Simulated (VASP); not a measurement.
A run of VASP 6.6.1 is set up as follows.

Contents of POSCAR:

```
KBr
1.0
    3.3000000000      3.3000000000      0.0000000000
   -3.3000000000      3.3000000000      0.0000000000
    0.0000000000      3.3000000000      3.3000000000
K Br
1 1
Direct
    0.0000000000      0.0000000000      0.0000000000
    0.5000000000      0.5000000000      0.0000000000
```

File INCAR.step1:

```
  PREC = Accurate
  ENCUT = 600
  ISMEAR = -1
  SIGMA = 0.1
  LREAL = False
  LASPH = True
  NELM = 80
  GGA = PE
  ALGO = Normal
  EDIFF = 1E-4
  LWAVE = True
  LCHARG = False
```

Contents of INCAR.step2:

```
  PREC = Accurate
  ENCUT = 600
  EDIFF = 1E-6
  ISMEAR = -1
  SIGMA = 0.1
  LREAL = False
  LASPH = True
  NELM = 80
  ALGO = Normal
  ISIF = 3
  LWAVE = False
  LCHARG = False
  METAGGA = R2SCAN
  LMIXTAU = True
  IBRION = 2
  NSW = 100
  EDIFFG = -0.002
  ISTART = 1
```

KPOINTS

```
Automatic mesh
0
Gamma
  10 10 10
```

Potentials or basis: VASP PAW PBE potentials, release 64 (K_sv, Br).

Run with:

```sh
$ cat potpaw_PBE.64/K_sv/POTCAR potpaw_PBE.64/Br/POTCAR > POTCAR
$ cp INCAR.step1 INCAR
$ mpirun -np 1 vasp_std > vasp.out
$ cp INCAR.step2 INCAR
$ mpirun -np 1 vasp_std > vasp.out
```

(1) Estimate the relaxed volume.

(2) Estimate the relaxed cell.

(3) What does it give for the space group after relaxing (to 0.1 Å)?

(4) Estimate the band gap on the k mesh.

Results:

(1) 36.11 Å³/atom.

(2) a = 4.674 Å, b = 4.674 Å, c = 4.674 Å, α = 60.00°, β = 60.00°, γ = 90.00°.

(3) Fm-3m (No. 225).

(4) 5.07 eV.

Caveat: the PAW data sets were made with another functional, which shifts forces and pressure a little.
